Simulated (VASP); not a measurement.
Here is a VASP 6.6.1 calculation.

Contents of INCAR:

```
  PREC = Accurate
  ENCUT = 520
  EDIFF = 1E-6
  ISMEAR = 0
  SIGMA = 0.1
  LREAL = Auto
  LASPH = T
  NELM = 80
  ALGO = Normal
  ISIF = 2
  LWAVE = F
  LCHARG = F
  GGA = PE
  NBANDS = 54
```

The input KPOINTS:

```
Automatic mesh
0
Gamma
  6 6 4
```

File POSCAR:

```
ZrSi7
1.0
    5.1010067849      0.0000000000     -0.0009313030
    0.0000000000      5.2577358867      0.0000000000
   -1.6127301297      0.0000000000      9.5584889594
Zr Si
2 14
Direct
    0.5671412229      1.0009207134      0.7243537720
    0.4328587771      0.5009207134      0.2756462280
    0.1658037385      0.0264019181      0.2712885893
    0.3346617928      0.5115582866      0.7391690119
    0.4184452270      0.2644234931      0.9677822544
    0.2381057892      0.7594062102      0.4965384837
    0.0788447160      0.7679873591      0.0623994978
    0.2413483899      0.2649637658      0.5071340349
    0.6653382072      0.0115582866      0.2608309881
    0.8341962615      0.5264019181      0.7287114107
    0.9211552840      0.2679873591      0.9376005022
    0.7586516101      0.7649637658      0.4928659651
    0.5815547730      0.7644234931      0.0322177456
    0.7618942108      0.2594062102      0.5034615163
    0.8915628082      0.4039184028      0.1680420586
    0.1084371918      0.9039184028      0.8319579414
```

Potentials or basis: VASP PAW PBE potentials, release 64 (Zr_sv, Si).

The run is started by

```bash
$ cat potpaw_PBE.64/Zr_sv/POTCAR potpaw_PBE.64/Si/POTCAR > POTCAR
$ mpirun -np 1 vasp_std > vasp.out
```

Question: What does it give for the pressure?

Answer: 0.0 GPa.

Question: What does it give for the largest force?

Answer: 0.009 eV/Å.

Forces in eV/Å, atoms in the order of the input:
```
Zr   0.000  0.000  0.002
Zr   0.000  0.000 -0.002
Si  -0.002  0.000 -0.003
Si  -0.003  0.000  0.000
Si   0.003  0.001 -0.001
Si  -0.002 -0.001 -0.001
Si  -0.001  0.000 -0.002
Si  -0.002  0.001  0.002
Si   0.003  0.000  0.000
Si   0.002  0.000  0.003
Si   0.001  0.000  0.002
Si   0.002  0.001 -0.002
Si  -0.003  0.001  0.001
Si   0.002 -0.001  0.001
Si   0.005 -0.001 -0.008
Si  -0.005 -0.001  0.008
```
